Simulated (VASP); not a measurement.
Set up this calculation in VASP 6.6.1, as the native input.

```yaml
Task: single point
Functional: PBEsol
Potentials_or_basis: VASP PAW PBE potentials, release 64 (Li_sv)
Cutoff: 520 eV
k_mesh: 15 × 15 × 8
Occupations: fermi-dirac, width 0.05 eV
Spin: no spin polarisation
Dipole_correction: no
Further_INCAR_settings: ALGO = Normal; EDIFF = 1e-06; NBANDS = 10
```

The structure of Li lies in POSCAR:

```
Li
1.0
    2.8422236036      0.0000000000      0.0000000000
   -1.4211118018      2.4614378440      0.0000000000
    0.0000000000      0.0000000000      4.6748802051
Li
2
Direct
    0.3333333333      0.6666666667      0.2500000000
    0.6666666667      0.3333333333      0.7500000000
```

These files were run (other wordings do the same):

INCAR

```
SYSTEM = Li
PREC     = Accurate       ! precision mode
ENCUT    = 520            ! plane-wave cutoff, eV
EDIFF    = 1E-6           ! SCF threshold, eV
ISMEAR   = -1             ! smearing method
SIGMA    = 0.05           ! smearing width, eV
LREAL    = .False.        ! projectors in reciprocal space
LASPH    = .True.         ! aspherical terms in the spheres
NELM     = 60             ! most SCF steps
ALGO     = Normal         ! electronic algorithm
ISIF     = 2              ! what is computed and relaxed
LWAVE    = .False.        ! write WAVECAR
LCHARG   = .False.        ! write CHGCAR
GGA      = PS             ! functional
NBANDS   = 10             ! bands
```

KPOINTS

```
regular mesh
0
Gamma
  15 15 8
  0 0 0
```

Potentials or basis: VASP PAW PBE potentials, release 64 (Li_sv).

Run with:

```sh
$ cat potpaw_PBE.64/Li_sv/POTCAR > POTCAR
$ mpirun -np 1 vasp_std > vasp.out
```

It gave:

```json
{
  "Band gap on the k mesh": "zero (band 3 reaches 3.72 eV, above the bottom of band 4 at -1.36 eV)"
}
```

It took 11 s on 1 thread of Intel(R) Xeon(R) 6975P-C (Granite Rapids) (shared host), peak memory 0.16 GiB.
